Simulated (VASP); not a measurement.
Crystal: BeTe.

```
Be Te
1.0
     0.00000    2.77000    2.77000
     2.77000    0.00000    2.77000
     2.77000    2.77000    0.00000
Be Te
1 1
Direct
  0.00000 0.00000 0.00000
  0.75000 0.75000 0.75000
```

Base run:

- Program: VASP 6.6.1
- Functional: revPBE
- Dispersion: D4
- Potentials or basis: VASP PAW PBE potentials, release 64 (Be, Te)
- Cutoff: 600 eV
- k mesh: 8 × 8 × 8
- Occupations: gaussian, width 0.05 eV
- Spin: no spin polarisation

Its results: band gap on the k mesh 1.91 eV (least direct gap 3.59 eV); pressure 1.4 GPa.

**Question.** After a change of settings the same cell gave: band gap on the k mesh 1.91 eV (least direct gap 3.59 eV); pressure 5.7 GPa. Which change was it?
A. functional from revPBE to PBE; dispersion from D4 to none
B. functional from revPBE to RPBE
C. dispersion from D4 to none

**Answer.** C.

Dispersion adds attraction, which lowers the pressure at fixed volume and, as a term added to the energy, leaves the levels alone.

Caveats: the PAW data sets were made with another functional, which shifts forces and pressure a little; spin-orbit coupling is left out, which moves the levels of the heavy elements; the cell stands under pressure (at least some runs).
